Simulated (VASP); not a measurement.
# GaN: single point with LDA

The system is GaN.

```
CELL_PARAMETERS angstrom
0.00000 2.14938 2.14938
2.14938 0.00000 2.14938
2.14938 2.14938 0.00000
ATOMIC_POSITIONS crystal
Ga 0.00000 0.00000 0.00000
N 0.50000 0.50000 0.50000
```

This cell differs from its parent crystal: volume scaled by 1.02.

- Program: VASP 6.6.1
- Task: single point
- Functional: LDA
- Potentials or basis: VASP PAW LDA potentials, release 64 (Ga_d, N)
- Cutoff: 520 eV
- k mesh: 11 × 11 × 11
- Occupations: fermi-dirac, width 0.05 eV
- Spin: no spin polarisation

```json
{"Pressure": "-16.0 GPa", "Band gap on the k mesh": "0.25 eV, indirect (least direct gap 2.21 eV)"}
```

Levels at points of the mesh, in eV from the valence-band top:
```
           k point  band 5  band 6  band 7  band 8  band 9  band 10  band 11  band 12  band 13  band 14
(0.00, 0.00, 0.00)  -14.03  -14.03   -0.48   -0.48   -0.48     1.73    14.35    14.35    14.35    14.81
```

It took 23 s on 1 thread of AMD EPYC 7R43 64-Core Processor (Zen 3) (shared host), peak memory 0.1 GiB.

 A k mesh can miss the band edges.
